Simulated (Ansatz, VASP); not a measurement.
## One calculation of Hf, two programs

```
CELL_PARAMETERS angstrom
4.99519 0.00000 0.00000
-2.49760 4.32596 0.00000
0.00000 0.00000 3.10667
ATOMIC_POSITIONS crystal
Hf 0.00000 0.00000 0.00000
Hf 0.33333 0.66667 0.50000
Hf 0.66667 0.33333 0.50000
```

Alike in both runs: task single point; functional PBE; k mesh 6 × 6 × 9; occupations fermi-dirac, width 0.05 eV; no spin polarisation.

|  | VASP | Ansatz |
| --- | --- | --- |
| version | VASP 6.6.1 | Ansatz 0.2.0 |
| potentials or method | VASP PAW PBE potentials, release 64 (Hf_pv) | Ansatz PAW |
| plane-wave cutoff (eV) | 520 | 420 |
| valence electrons in the cell | 30 | 78 |

Ansatz gave:

| Quantity | Value |
| --- | --- |
| gap on the k mesh at the Fermi level (eV) | none |
| pressure (GPa) | -0.2 |
| traceless stress, the component that is largest in VASP (GPa) | -0.01 |

Task: Which values does VASP return?

Result: gap on the k mesh at the Fermi level (eV): none; pressure (GPa): -0.7; traceless stress, the component that is largest in VASP (GPa): 0.09.

A gap of «none» marks a metal or a gap that the smearing closes. The functional is the same, so the differences come from potentials, cutoffs and numerics. VASP's potentials hold 30 valence electrons a cell and Ansatz's 78, so a difference there can come from the potentials and not from the codes.

Neither program's run includes spin-orbit coupling.
